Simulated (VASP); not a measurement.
Wanted: the native input for a VASP 6.6.1 run.

```
Task                   : single point
Functional             : PBE
Potentials or basis    : VASP PAW PBE potentials, release 64 (Al, N)
Cutoff                 : 520 eV
k mesh                 : 1 × 1 × 11
Occupations            : gaussian, width 0.05 eV
Spin                   : collinear spin, ferromagnetic start
Starting moments       : [0.3, 0.3, 0.3, 0.3, 0.3, 0.3, 0.3, 0.3, 0.3, 0.3, 0.3, 0.3, 0.3, 0.3, 0.3, 0.3, 0.3, 0.3, 0.3, 0.3] μB
Dipole correction      : no
Further INCAR settings : LREAL = Auto; ALGO = Normal; EDIFF = 1e-06; NBANDS = 60
```

The structure of AlN lies in POSCAR:

```
AlN
1.0
   15.2000000000      0.0000000000      0.0000000000
    0.0000000000     17.0000000000      0.0000000000
    0.0000000000      0.0000000000      3.1748274331
Al N
10 10
Direct
    0.5000000000      0.7137493730      0.0000000000
    0.5000000000      0.4795030902      0.0000000000
    0.3872184181      0.5961781144      0.5000000000
    0.4100866692      0.3393476348      0.5000000000
    0.6127815819      0.5961781144      0.5000000000
    0.5899133308      0.3393476348      0.5000000000
    0.3233980268      0.7232965462      1.0000000000
    0.3125637092      0.4446845713      1.0000000000
    0.6766019732      0.7232965462      0.0000000000
    0.6874362908      0.4446845713      0.0000000000
    0.5000000000      0.6479369129      0.5000000000
    0.5000000000      0.4199646530      0.5000000000
    0.6147344043      0.5346781909      0.0000000000
    0.5453226579      0.2898212939      0.0000000000
    0.3852655957      0.5346781909      1.0000000000
    0.4546773421      0.2898212939      1.0000000000
    0.2990766577      0.6773480168      0.5000000000
    0.3038929562      0.3935737406      0.5000000000
    0.7009233423      0.6773480168      0.5000000000
    0.6961070438      0.3935737406      0.5000000000
```

The input as run:

INCAR

```
SYSTEM = AlN
PREC = Accurate
ENCUT = 520
EDIFF = 1E-6
ISMEAR = 0
SIGMA = 0.05
LREAL = Auto
LASPH = .True.
NELM = 150
ALGO = Normal
ISIF = 2
LWAVE = .False.
LCHARG = .False.
ISPIN = 2
MAGMOM = 0.3 0.3 0.3 0.3 0.3 0.3 0.3 0.3 0.3 0.3 0.3 0.3 0.3 0.3 0.3 0.3 0.3 0.3 0.3 0.3
LORBIT = 11
GGA = PE
NBANDS = 60
```

KPOINTS

```
regular mesh
0
Gamma
  1 1 11
  0 0 0
```

Potentials or basis: VASP PAW PBE potentials, release 64 (Al, N).

Command:

```bash
$ cat potpaw_PBE.64/Al/POTCAR potpaw_PBE.64/N/POTCAR > POTCAR
$ mpirun -np 1 vasp_std > vasp.out
```

Results of the run:

```json
{
  "Largest force": "0.104 eV/Å",
  "Net moment": "1.81 μB per cell",
  "Site moments": "Al +0.01, -0.00, +0.00, +0.03 (each value once); N -0.00, +0.04, +0.01, +0.30, +0.10 (each value once) μB",
  "Valence electrons inside the program's atomic spheres": "Al 0.78, 0.79, 0.81, 0.82 (each value once); N 3.80, 3.85, 3.82, 3.76, 3.77, 3.79 (each value once)"
}
```

It took 24 min on 1 thread of Oxide Virtual Turin-like Processor, with other jobs on the host, peak memory 1.2 GiB.
